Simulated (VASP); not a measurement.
Crystal: Si2Mo.

```xyz
9
Lattice="4.5855 0.0000 0.0000 -2.2927 3.9711 0.0000 0.0000 0.0000 6.5798" Properties=species:S:1:pos:R:3 pbc="T T T"
Mo    1.1464    1.9856    5.4831
Mo   -1.1464    1.9856    1.0966
Mo    2.2927    0.0000    3.2899
Si    0.0000    1.3015    3.2899
Si    1.1656    3.3204    1.0966
Si    3.4583    0.6508    5.4831
Si    2.2927    2.6696    3.2899
Si    1.1272    0.6508    1.0966
Si   -1.1656    3.3204    5.4831
```

Base run:

| Property | Result |
| --- | --- |
| Program | VASP 6.6.1 |
| Functional | r2SCAN |
| Potentials or basis | VASP PAW PBE potentials, release 64 (Mo_sv, Si) |
| Cutoff | 520 eV |
| k mesh | 7 × 7 × 4 |
| Occupations | fermi-dirac, width 0.05 eV |
| Spin | no spin polarisation |

Its results: band gap on the k mesh 0.37 eV, indirect (least direct gap 0.78 eV); pressure 0.2 GPa; largest force 0.009 eV/Å.

Question: After a change of settings the same cell gave: band gap on the k mesh 0.27 eV, indirect (least direct gap 0.64 eV); pressure 5.4 GPa; largest force 0.004 eV/Å. Which change was it?
A. functional from r2SCAN to revPBE; further incar settings from ALGO = Normal; EDIFF = 1e-06; NBANDS = 43 to ALGO = Normal; EDIFF = 1e-07; NBANDS = 43
B. functional from r2SCAN to PBEsol
C. functional from r2SCAN to PBEsol; dispersion from none to D3(BJ)

Answer: A.

Caveats: the PAW data sets were made with another functional, which shifts forces and pressure a little.
